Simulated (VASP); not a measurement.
Set up this calculation in VASP 6.6.1, as the native input.

```yaml
Task: single point
Functional: PBE
Potentials_or_basis: VASP PAW PBE potentials, release 64 (Lu)
Cutoff: 600 eV
k_mesh: 14 × 14 × 14
Occupations: fermi-dirac, width 0.1 eV
Spin: no spin polarisation
Dipole_correction: no
Further_INCAR_settings: ALGO = Normal; EDIFF = 1e-06; NBANDS = 18
```

The structure of Lu lies in POSCAR:

```
Lu
1.0
    0.0000000000      2.2165740518      2.2165740518
    2.2165740518      0.0000000000      2.2165740518
    2.2165740518      2.2165740518      0.0000000000
Lu
1
Direct
    0.0000000000      0.0000000000      0.0000000000
```

This isn't the form of Lu at room conditions, which is hcp.

These files were run (other wordings do the same):

INCAR

```
PREC     = Accurate       # precision mode
ENCUT    = 600            # plane-wave cutoff, eV
EDIFF    = 1E-6           # SCF threshold, eV
ISMEAR   = -1             # smearing method
SIGMA    = 0.1            # smearing width, eV
LREAL    = F              # projectors in reciprocal space
LASPH    = T              # aspherical terms in the spheres
NELM     = 120            # most SCF steps
ALGO     = Normal         # electronic algorithm
ISIF     = 2              # what is computed and relaxed
LWAVE    = F              # write WAVECAR
LCHARG   = T              # write CHGCAR
GGA      = PE             # functional
LELF     = T              # ELF
LVHAR    = T            
NBANDS   = 18             # bands
GGA_COMPAT= F
```

KPOINTS

```
regular mesh
0
Gamma
  14 14 14
```

Potentials or basis: VASP PAW PBE potentials, release 64 (Lu).

Launch:

```console
$ cat potpaw_PBE.64/Lu/POTCAR > POTCAR
$ mpirun -np 1 vasp_std > vasp.out
```

It gave:

The pressure is 20.6 GPa. The band gap on the k mesh is zero (an odd number of electrons rules out a gap without spin polarisation).

Caveat: the cell stands under pressure; spin-orbit coupling is left out, which moves the levels of the heavy elements.

Run time: 23 s on 1 thread of Intel(R) Xeon(R) 6975P-C (Granite Rapids), with other jobs on the host, peak memory 0.21 GiB.
